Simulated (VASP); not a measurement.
A run of VASP 6.6.1 is set up as follows.

File INCAR:

```
ALGO = Normal
EDIFF = 1E-6
ENCUT = 520
GGA = PS
ISIF = 2
ISMEAR = 0
LASPH = True
LCHARG = False
LREAL = False
LWAVE = False
NBANDS = 14
NELM = 60
PREC = Accurate
SIGMA = 0.02
```

Contents of KPOINTS:

```
k-points
0
Gamma
  1 1 1
```

POSCAR

```
F
1.0
    9.0000000000      0.0000000000      0.0000000000
    0.0000000000      9.5000000000      0.0000000000
    0.0000000000      0.0000000000     10.0000000000
F
2
Direct
    0.5000000000      0.5000000000      0.4301114210
    0.5000000000      0.5000000000      0.5698885790
```

Potentials or basis: VASP PAW PBE potentials, release 64 (F).

Run with:

```sh
$ cat potpaw_PBE.64/F/POTCAR > POTCAR
$ mpirun -np 1 vasp_gam > vasp.out
```

Problem. Estimate the gap between the frontier levels.

Solution. 3.66 eV.

Problem. What does it give for the largest force?

Solution. 0.453 eV/Å.

Forces in eV/Å, atoms in the order of the input:
```
F    0.000  0.000 -0.453
F    0.000  0.000  0.453
```

Caveat: the PAW data sets were made with another functional, which shifts forces and pressure a little.
